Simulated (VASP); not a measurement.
# CuI (Marshite) (P4/nmm) in VASP: notebook

CuI (Marshite) is run at these levels: r2SCAN; tasks: single point.

All numbers are computed with VASP 6.6.1; they aren't measurements. Logs are shortened: lines on timing, memory, paths and dates and some standing lists are left out, and cuts for length are marked.

### 1 The cell of the first run

It takes space group P4/nmm (No. 129, tetragonal). The conventional cell has a = 3.855 Å, b = 3.855 Å, c = 5.415 Å, α = 90.00°, β = 90.00°, γ = 90.00°. Within 3.3 Å of Cu (site symmetry -4m2) lie 4 I at 2.49 Å and 4 Cu at 2.73 Å. Within 3.3 Å of I (site symmetry 4mm) lie 4 Cu at 2.49 Å.

### 2 Single point, r2SCAN

Contents of POSCAR:

```
CuI
1.0
    3.8550805886      0.0000000000      0.0000000000
    0.0000000000      3.8550805886      0.0000000000
    0.0000000000      0.0000000000      5.4148794089
Cu I
2 2
Direct
    0.0000000000      0.0000000000      0.0000000000
    0.5000000000      0.5000000000      0.0000000000
    0.0000000000      0.5000000000      0.2913000000
    0.5000000000      0.0000000000      0.7087000000
```

Contents of INCAR.step1:

```
SYSTEM = CuI
ALGO = Normal
EDIFF = 1E-4
ENCUT = 520
GGA = PE
ISMEAR = 0
LASPH = .TRUE.
LCHARG = .FALSE.
LREAL = .FALSE.
LWAVE = .TRUE.
NBANDS = 26
NELM = 100
PREC = Accurate
SIGMA = 0.01
```

Contents of INCAR.step2:

```
SYSTEM = CuI
ALGO = Normal
EDIFF = 1E-6
ENCUT = 520
ISIF = 2
ISMEAR = 0
ISTART = 1
LASPH = .TRUE.
LCHARG = .TRUE.
LELF = .TRUE.
LMIXTAU = .TRUE.
LREAL = .FALSE.
LVHAR = .TRUE.
LWAVE = .FALSE.
METAGGA = R2SCAN
NBANDS = 26
NELM = 100
PREC = Accurate
SIGMA = 0.01
```

Contents of KPOINTS:

```
k-points
0
G
  6 6 4
  0 0 0
```

Potentials or basis: VASP PAW PBE potentials, release 64 (Cu, I).

On the command line:

```bash
$ cat potpaw_PBE.64/Cu/POTCAR potpaw_PBE.64/I/POTCAR > POTCAR
$ cp INCAR.step1 INCAR
$ mpirun -np 1 vasp_std > vasp.out
$ cp INCAR.step2 INCAR
$ mpirun -np 1 vasp_std > vasp.out
```

OUTCAR:

```text
SYSTEM = CuI
   EDIFF = 1E-6
   ENCUT = 520
   ISIF = 2
   ISMEAR = 0
   ISTART = 1
   LASPH = .TRUE.
   LREAL = .FALSE.
   METAGGA = R2SCAN
   NELM = 100
   PREC = Accurate

 ion  position               nearest neighbor table
   1  0.000  0.000  0.000-   3 2.49   4 2.49   3 2.49   4 2.49   2 2.73   2 2.73   2 2.73   2 2.73

   2  0.500  0.500  0.000-   3 2.49   4 2.49   4 2.49   3 2.49   1 2.73   1 2.73   1 2.73   1 2.73

   3  0.000  0.500  0.291-   1 2.49   2 2.49   1 2.49   2 2.49   4 3.54   4 3.54   4 3.54   4 3.54

   4  0.500  0.000  0.709-   1 2.49   2 2.49   2 2.49   1 2.49   3 3.54   3 3.54   3 3.54   3 3.54

  LATTYP: Found a simple tetragonal cell.
 ALAT       =     3.8550805886
 C/A-ratio  =     1.4046086157

  Lattice vectors:

 A1 = (   3.8550805886,   0.0000000000,   0.0000000000)
 A2 = (   0.0000000000,   3.8550805886,   0.0000000000)
 A3 = (   0.0000000000,   0.0000000000,   5.4148794089)

Analysis of symmetry for initial positions (statically):
=====================================================================
 Subroutine PRICEL returns:
 Original cell was already a primitive cell.

 Routine SETGRP: Setting up the symmetry group for a
 simple tetragonal supercell.

 Subroutine GETGRP returns: Found 16 space group operations
 (whereof  8 operations were pure point group operations)
 out of a pool of 16 trial point group operations.

The static configuration has the point symmetry D_2d.
 The point group associated with its full space group is D_4h.

Analysis of symmetry for dynamics (positions and initial velocities):
=====================================================================
 Subroutine PRICEL returns:
 Original cell was already a primitive cell.

 Routine SETGRP: Setting up the symmetry group for a
 simple tetragonal supercell.

 Subroutine GETGRP returns: Found 16 space group operations
 (whereof  8 operations were pure point group operations)
 out of a pool of 16 trial point group operations.

The dynamic configuration has the point symmetry D_2d.
 The point group associated with its full space group is D_4h.

 Subroutine INISYM returns: Found 16 space group operations
 (whereof  8 operations are pure point group operations),
 and found     1 'primitive' translations

----------------------------------------------------------------------------------------

                                     Primitive cell

  volume of cell :      80.4740

  direct lattice vectors                    reciprocal lattice vectors
     3.855080589  0.000000000  0.000000000     0.259397950  0.000000000  0.000000000
     0.000000000  3.855080589  0.000000000     0.000000000  0.259397950  0.000000000
     0.000000000  0.000000000  5.414879409     0.000000000  0.000000000  0.184676320

  length of vectors
     3.855080589  3.855080589  5.414879409     0.259397950  0.259397950  0.184676320

  position of ions in fractional coordinates (direct lattice)
     0.000000000  0.000000000  0.000000000
     0.500000000  0.500000000  0.000000000
     0.000000000  0.500000000  0.291300000
     0.500000000  0.000000000  0.708700000

  ion indices of the primitive-cell ions
   primitive index   ion index
                 1           1
                 2           2
                 3           3
                 4           4

----------------------------------------------------------------------------------------

 KPOINTS: k-points

Automatic generation of k-mesh.
 Grid dimensions read from file:
 generate k-points for:    6    6    4

 Generating k-lattice:

  Cartesian coordinates                     Fractional coordinates (reciprocal lattice)
     0.043232992  0.000000000  0.000000000     0.166666667  0.000000000  0.000000000
     0.000000000  0.043232992  0.000000000     0.000000000  0.166666667  0.000000000
     0.000000000  0.000000000  0.046169080     0.000000000  0.000000000  0.250000000

  Length of vectors
     0.043232992  0.043232992  0.046169080

  Shift w.r.t. Gamma in fractional coordinates (k-lattice)
     0.000000000  0.000000000  0.000000000

 Subroutine IBZKPT returns following result:
 ===========================================

 Found     30 irreducible k-points:

 Following reciprocal coordinates:
            Coordinates               Weight
  0.000000  0.000000  0.000000      1.000000
  0.166667  0.000000  0.000000      4.000000
  0.333333  0.000000  0.000000      4.000000
  0.500000  0.000000  0.000000      2.000000
  0.166667  0.166667  0.000000      4.000000
  0.333333  0.166667  0.000000      8.000000
[... 16 lines left out ...]
  0.333333  0.000000  0.500000      4.000000
  0.500000  0.000000  0.500000      2.000000
 [... further k-points ...]
   k-points           NKPTS =     30   k-points in BZ     NKDIM =     30   number of bands    NBANDS=     26
   number of dos      NEDOS =    301   number of ions     NIONS =      4
   total plane-waves  NPLWV =  36000
   dimension x,y,z NGX =    30 NGY =   30 NGZ =   40
   dimension x,y,z NGXF=    60 NGYF=   60 NGZF=   80
   ions per type =               2   2
   NGX,Y,Z   is equivalent  to a cutoff of  12.94, 12.94, 12.28 a.u.
   NGXF,Y,Z  is equivalent  to a cutoff of  25.87, 25.87, 24.56 a.u.
 SYSTEM =  CuI
   PREC   = accura    normal or accurate (medium, high low for compatibility)
   ISTART =      1    job   : 0-new  1-cont  2-samecut
   ICHARG =      0    charge: 1-file 2-atom 10-const
   ISPIN  =      1    spin polarized calculation?
   LNONCOLLINEAR =      F non collinear calculations
   LSORBIT =      F    spin-orbit coupling
   LASPH  =      T    aspherical Exc in radial PAW
   ENCUT  =  520.0 eV  38.22 Ry    6.18 a.u.   7.17  7.17 10.07*2*pi/ulx,y,z
   NELM   =    100;   NELMIN=  2; NELMDL=  0     # of ELM steps
   EDIFF  = 0.1E-05   stopping-criterion for ELM
   LREAL  =      F    real-space projection
   EDIFFG = 0.1E-04   stopping-criterion for IOM
   NSW    =      0    number of steps for IOM
   IBRION =     -1    ionic relax: 0-MD 1-quasi-New 2-CG
   NFREE  =      0    steps in history (QN), initial steepest desc. (CG)
   ISIF   =      2    stress and relaxation
   ISYM   =      2    0-nonsym 1-usesym 2-fastsym
   POTIM  = 0.5000    time-step for ionic-motion
   TEBEG  =    0.0;   TEEND  =   0.0 temperature during run
   PSTRESS=    0.0 pullay stress
   NELECT =      36.0000    total number of electrons
   NUPDOWN=      -1.0000    fix difference up-down
   EMIN   =  10.00;   EMAX   =-10.00  energy-range for DOS
   EFERMI =   0.00;   METHOD = LEGACY
   ISMEAR =     0;   SIGMA  =   0.01  broadening in eV -4-tet -1-fermi 0-gaus
   EFERMI_NEDOS =   21; number of points for ismear=-14 and -15
   IALGO  =     38    algorithm
   IMIX   =      4    mixing-type and parameters
     AMIX     =   0.40;   BMIX     =  1.00
     AMIX_MAG =   1.60;   BMIX_MAG =  1.00
  volume/ion in A,a.u.               =      20.12       135.77
  Fermi-wavevector in a.u.,A,eV,Ry     =   1.252056  2.366043 21.329095  1.567644
  Thomas-Fermi vector in A             =   2.385974
   LORBIT       =      0    0 simple, 1 ext, 2 COOP (PROOUT), +10 PAW based schemes
   METAGGA = R2SCAN    functional components
   LHFCALC =     F    Hartree Fock is set to
   AEXX    =    0.0000 exact exchange contribution
   IVDW    =     0    specifies the selected vdW correction
   LEPSILON=     F    determine dielectric tensor
   LRPA    =     F    only Hartree local field effects (RPA)
 non-spin polarized calculation
 Gauss-broadening in eV      SIGMA  =   0.01
  energy-cutoff  :      520.00
  volume of cell :       80.47
 maximum number of plane-waves:      2212
 NGX is ok and might be reduce to    30
   NGX = 15   NGY = 15   NGZ = 21

 number of electron      35.9999966 magnetization

 Free energy of the ion-electron system (eV)
  ---------------------------------------------------
  ext. energy  EPLUGINS =         0.00000000
  ---------------------------------------------------
  free energy    TOTEN  =       -70.47992830 eV

  energy without entropy =      -70.47992830  energy(sigma->0) =      -70.47992830

 E-fermi :   8.3726     XC(G=0): -11.2200

 val. band max:        8.3151658494   @ k =   0.0000   0.0000   0.0000
 cond. band min:      10.5134056975   @ k =   0.5000   0.5000   0.0000
 fundamental gap:      2.1982398481
 Fermi energy:         8.3726063310

 k-point     1 :       0.0000    0.0000    0.0000
  band No.  band energies     occupation
      1      -8.0641      2.00000
      2      -6.2177      2.00000
      3       0.4497      2.00000
      4       3.2601      2.00000
      5       3.2601      2.00000
      6       3.3161      2.00000
[... 18 lines left out ...]
     25      17.3047      0.00000
     26      18.8126      0.00000

 k-point     2 :       0.1667    0.0000    0.0000
  band No.  band energies     occupation
      1      -7.8833      2.00000
      2      -6.2314      2.00000
      3       0.7070      2.00000
      4       2.6761      2.00000
      5       2.9360      2.00000
      6       3.2854      2.00000
[... 18 lines left out ...]
     25      17.1113      0.00000
     26      17.9773      0.00000

 k-point     3 :       0.3333    0.0000    0.0000
  band No.  band energies     occupation
      1      -7.3989      2.00000
      2      -6.3756      2.00000
      3       1.4103      2.00000
      4       1.6786      2.00000
      5       2.1781      2.00000
      6       3.2521      2.00000
[... 18 lines left out ...]
     25      15.9330      0.00000
     26      17.0455      0.00000

 k-point     4 :       0.5000    0.0000    0.0000
  band No.  band energies     occupation
      1      -6.8020      2.00000
      2      -6.8020      2.00000
      3       1.4720      2.00000
      4       1.4720      2.00000
      5       2.5198      2.00000
      6       2.5198      2.00000
[... 18 lines left out ...]
     25      16.2584      0.00000
     26      16.2584      0.00000

 k-point     5 :       0.1667    0.1667    0.0000
  band No.  band energies     occupation
      1      -7.7083      2.00000
      2      -6.2283      2.00000
      3       0.9568      2.00000
      4       2.3832      2.00000
      5       2.6266      2.00000
      6       3.1464      2.00000
[... 18 lines left out ...]
     25      15.6581      0.00000
     26      17.2570      0.00000

 k-point     6 :       0.3333    0.1667    0.0000
  band No.  band energies     occupation
      1      -7.2444      2.00000
      2      -6.3238      2.00000
      3       1.5463      2.00000
      4       1.6138      2.00000
      5       1.9544      2.00000
      6       3.1136      2.00000
[... 427 lines left out ...]
 k-point    21 :       0.0000    0.0000    0.5000
  band No.  band energies     occupation
      1      -7.3839      2.00000
      2      -7.1679      2.00000
      3       1.7781      2.00000
      4       2.2294      2.00000
      5       2.8059      2.00000
      6       2.8059      2.00000
[... 18 lines left out ...]
     25      14.8042      0.00000
     26      17.4327      0.00000

 k-point    22 :       0.1667    0.0000    0.5000
  band No.  band energies     occupation
      1      -7.2578      2.00000
      2      -7.0558      2.00000
      3       1.6345      2.00000
      4       1.6367      2.00000
      5       2.8923      2.00000
      6       3.0645      2.00000
[... 18 lines left out ...]
     25      14.3983      0.00000
     26      16.3285      0.00000

 k-point    23 :       0.3333    0.0000    0.5000
  band No.  band energies     occupation
      1      -6.9636      2.00000
      2      -6.8250      2.00000
      3       0.7208      2.00000
      4       0.9656      2.00000
      5       3.1157      2.00000
      6       3.4232      2.00000
[... 18 lines left out ...]
     25      16.0371      0.00000
     26      17.3810      0.00000

 k-point    24 :       0.5000    0.0000    0.5000
  band No.  band energies     occupation
      1      -6.7479      2.00000
      2      -6.7479      2.00000
      3       0.4095      2.00000
      4       0.4095      2.00000
      5       3.4066      2.00000
      6       3.4066      2.00000
[... 18 lines left out ...]
     25      16.3612      0.00000
     26      16.3612      0.00000

 [... further k-points ...]
[... 5 lines left out ...]
  --------------------------------------------------------------------------------------
  -------------------------------------------------------------------------------------
  Total        9.0698279      9.0698279     10.1612794      0.0000000      0.0000000      0.0000000
  in kB      180.5734588    180.5734588    202.3034391      0.0000000      0.0000000      0.0000000
  external PRESSURE =     187.8167856 kB  Pullay stress =       0.0000000 kB

 VOLUME and BASIS-vectors are now :
 -----------------------------------------------------------------------------
  energy-cutoff  :      520.00
  volume of cell :       80.47
      direct lattice vectors                 reciprocal lattice vectors
     3.855080589  0.000000000  0.000000000     0.259397950  0.000000000  0.000000000
     0.000000000  3.855080589  0.000000000     0.000000000  0.259397950  0.000000000
     0.000000000  0.000000000  5.414879409     0.000000000  0.000000000  0.184676320

 POSITION                                       TOTAL-FORCE (eV/Angst)
 -----------------------------------------------------------------------------------
      0.00000      0.00000      0.00000        -0.000000      0.000000      0.000000
      1.92754      1.92754      0.00000         0.000000     -0.000000      0.000000
      0.00000      1.92754      1.57735        -0.000000      0.000000      1.269271
      1.92754      0.00000      3.83753        -0.000000     -0.000000     -1.269271
 -----------------------------------------------------------------------------------
    total drift:                                0.000000      0.000000      0.000000

  FREE ENERGIE OF THE ION-ELECTRON SYSTEM (eV)
  ---------------------------------------------------
  free  energy   TOTEN  =       -70.4799282983 eV

  energy  without entropy=      -70.4799282983  energy(sigma->0) =      -70.47992830
```

It took 3 min on 1 thread of AMD EPYC 9R45 (Zen 5), shared host; peak memory 0.2 GiB.

What came out:

- Free energy: -70.4799 eV
- Pressure: 18.8 GPa
- Largest force: 1.269 eV/Å
- Band gap on the k mesh: 2.20 eV, indirect (least direct gap 2.47 eV)

Forces in eV/Å, atoms in the order of the input:
```
Cu   0.000  0.000  0.000
Cu   0.000  0.000  0.000
I    0.000  0.000  1.269
I    0.000  0.000 -1.269
```

Stress tensor (GPa, compression positive):
```
18.06  0.00  0.00
 0.00 18.06  0.00
 0.00  0.00 20.23
```

Levels at points of the mesh, in eV from the valence-band top:
```csv
k point,band 16,band 17,band 18,band 19,band 20,band 21
"(0.00, 0.00, 0.00)",-1.60,0.00,0.00,2.47,2.60,3.25
"(0.50, 0.00, 0.00)",-2.13,-1.19,-1.19,4.09,4.09,5.13
"(0.50, 0.50, 0.00)",-2.75,-2.12,-2.12,2.20,2.20,2.20
"(0.00, 0.00, 0.50)",-2.12,-1.22,-1.22,3.25,3.45,3.97
"(0.50, 0.00, 0.50)",-1.14,-1.04,-1.04,2.56,2.56,5.41
"(0.50, 0.50, 0.50)",-2.89,-1.85,-1.85,5.00,5.00,5.70
```

Caveat: the PAW data sets were made with another functional, which shifts forces and pressure a little; spin-orbit coupling is left out, which moves the levels of the heavy elements. A k mesh can miss the band edges.

### 3 Single point, r2SCAN

This run uses another cell than the first one, of 21.03 Å³/atom, 1.045 times its volume.

Contents of POSCAR:

```
CuI
1.0
    3.9126275890      0.0000000000      0.0000000000
    0.0000000000      3.9126275890      0.0000000000
    0.0000000000      0.0000000000      5.4957104214
Cu I
2 2
Direct
    0.0000000000      0.0000000000      0.0000000000
    0.5000000000      0.5000000000      0.0000000000
    0.0000000000      0.5000000000      0.2913000000
    0.5000000000      0.0000000000      0.7087000000
```

Contents of INCAR.step1:

```
SYSTEM = CuI
PREC = Accurate
ENCUT = 520
ISMEAR = 0
SIGMA = 0.01
LREAL = .False.
LASPH = .True.
NELM = 80
NBANDS = 26
GGA = PE
ALGO = Normal
EDIFF = 1E-4
LWAVE = .True.
LCHARG = .False.
```

Contents of INCAR.step2:

```
SYSTEM = CuI
PREC = Accurate
ENCUT = 520
EDIFF = 1E-6
ISMEAR = 0
SIGMA = 0.01
LREAL = .False.
LASPH = .True.
NELM = 80
ALGO = Normal
ISIF = 2
LWAVE = .False.
LCHARG = .True.
METAGGA = R2SCAN
LMIXTAU = .True.
LELF = .True.
LVHAR = .True.
NBANDS = 26
ISTART = 1
```

Contents of KPOINTS:

```
regular mesh
0
Gamma
  6 6 4
  0 0 0
```

Potentials or basis: VASP PAW PBE potentials, release 64 (Cu, I).

On the command line:

```bash
$ cat potpaw_PBE.64/Cu/POTCAR potpaw_PBE.64/I/POTCAR > POTCAR
$ cp INCAR.step1 INCAR
$ mpirun -np 1 vasp_std > vasp.out
$ cp INCAR.step2 INCAR
$ mpirun -np 1 vasp_std > vasp.out
```

It took 2.2 min on 1 thread of AMD EPYC 9R45 (Zen 5), shared host; peak memory 0.2 GiB.

Results (log left out):

```
Free energy            : -70.8465 eV
Pressure               : 13.5 GPa
Largest force          : 0.744 eV/Å
Band gap on the k mesh : 2.30 eV, indirect (least direct gap 2.33 eV)
```

Forces on the atoms (eV/Å):
```
Cu   0.000  0.000  0.000
Cu   0.000  0.000  0.000
I    0.000  0.000  0.744
I    0.000  0.000 -0.744
```

Stress tensor (GPa, compression positive):
```
12.92  0.00  0.00
 0.00 12.92  0.00
 0.00  0.00 14.77
```

Levels at points of the mesh, in eV from the valence-band top:
```
           k point  band 16  band 17  band 18  band 19  band 20  band 21
(0.00, 0.00, 0.00)    -1.47     0.00     0.00     2.33     2.70     3.32
(0.50, 0.00, 0.00)    -1.91    -1.08    -1.08     4.19     4.19     4.96
(0.50, 0.50, 0.00)    -2.49    -1.90    -1.90     2.30     2.30     2.32
(0.00, 0.00, 0.50)    -1.93    -1.09    -1.09     3.46     3.47     3.99
(0.50, 0.00, 0.50)    -1.03    -0.94    -0.94     2.54     2.54     5.50
(0.50, 0.50, 0.50)    -2.62    -1.66    -1.66     4.97     4.97     5.52
```

Caveat: the PAW data sets were made with another functional, which shifts forces and pressure a little; spin-orbit coupling is left out, which moves the levels of the heavy elements. A k mesh can miss the band edges.

[end of part 1 of 3]
